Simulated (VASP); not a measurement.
Si, 2 atoms in the cell. The cell holds a slab with vacuum, 2 atoms: a = 3.842 Å, b = 3.842 Å, c = 17.358 Å, α = 90.00°, β = 90.00°, γ = 90.00°. 

- Program: VASP 6.6.1
- Task: single point
- Functional: PBEsol
- Potentials or basis: VASP PAW PBE potentials, release 64 (Si)
- Cutoff: 520 eV
- k mesh: 7 × 7 × 1
- Occupations: fermi-dirac, width 0.02 eV
- Spin: no spin polarisation
- Dipole correction: yes
- Electric field (eV/Å): 0.5
- Further INCAR settings: ALGO = Normal; EDIFF = 1e-07; NBANDS = 11; EFIELD = -0.5

Potentials or basis: VASP PAW PBE potentials, release 64 (Si).

Run with:

```console
$ cat potpaw_PBE.64/Si/POTCAR > POTCAR
$ mpirun -np 1 vasp_std > vasp.out
```

Hardware: 1 thread of Intel(R) Xeon(R) Platinum 8488C (Sapphire Rapids), on a shared host.

**Question.** Estimate the wall time of this run.

**Answer.** Run time: 72 s on 1 thread of Intel(R) Xeon(R) Platinum 8488C (Sapphire Rapids) (shared host), peak memory 0.35 GiB. Counts: scf iterations 24, k points 16.
